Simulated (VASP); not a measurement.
Wanted: the native input for a VASP 6.6.1 run.

```
Task                   : relaxation of cell and atoms
Functional             : PBE
Potentials or basis    : VASP PAW PBE potentials, release 64 (Ga_d, B, Sb)
Cutoff                 : 600 eV
k mesh                 : 12 × 12 × 8
Occupations            : gaussian, width 0.1 eV
Spin                   : no spin polarisation
Dipole correction      : no
Further INCAR settings : ALGO = Normal; EDIFF = 1e-06; IBRION = 2; EDIFFG = -0.01; NSW = 100; ISIF = 3
```

The structure of Ga2BSb3 lies in POSCAR:

```
Ga2BSb3
1.0
    5.1327556540      0.0000000000      0.0000000000
   -2.5663778270      4.4450967878      0.0000000000
    0.0000000000      0.0000000000      5.7491049135
Ga B Sb
2 1 3
Direct
    0.3333333333      0.6666666667      0.0000000000
    0.6666666667      0.3333333333      0.0000000000
    0.0000000000      0.0000000000      0.5000000000
    0.3333333333      0.6666666667      0.5000000000
    0.6666666667      0.3333333333      0.5000000000
    0.0000000000      0.0000000000      0.0000000000
```

The cell was generated, and may not be a known phase.

The input as run:

INCAR

```
PREC = Accurate
ENCUT = 600
EDIFF = 1E-6
ISMEAR = 0
SIGMA = 0.1
LREAL = F
LASPH = T
NELM = 80
ALGO = Normal
ISIF = 3
LWAVE = F
LCHARG = F
GGA = PE
IBRION = 2
NSW = 100
EDIFFG = -0.01
```

KPOINTS

```
regular mesh
0
Gamma
  12 12 8
```

Potentials or basis: VASP PAW PBE potentials, release 64 (Ga_d, B, Sb).

The run is started by

```sh
$ cat potpaw_PBE.64/Ga_d/POTCAR potpaw_PBE.64/B/POTCAR potpaw_PBE.64/Sb/POTCAR > POTCAR
$ mpirun -np 1 vasp_std > vasp.out
```

Results of the run:

```yaml
Relaxed_volume: 21.52 Å³/atom
Relaxed_cell: a = 5.202 Å, b = 5.202 Å, c = 5.510 Å, α = 90.00°, β = 90.00°, γ = 120.00°
Space_group_after_relaxing_to_0.1_Å: P6/mmm (No. 191)
Energy_gained_by_relaxing: 18.6 meV/atom
Ionic_steps: 9
Pressure_after_relaxing: 0.0 GPa
```

Caveat: the highest band is partly filled, so the run has too few bands.

It took 16 min on 1 thread of AMD EPYC 9R45 96-Core Processor (Zen 5) (shared host), peak memory 0.54 GiB.
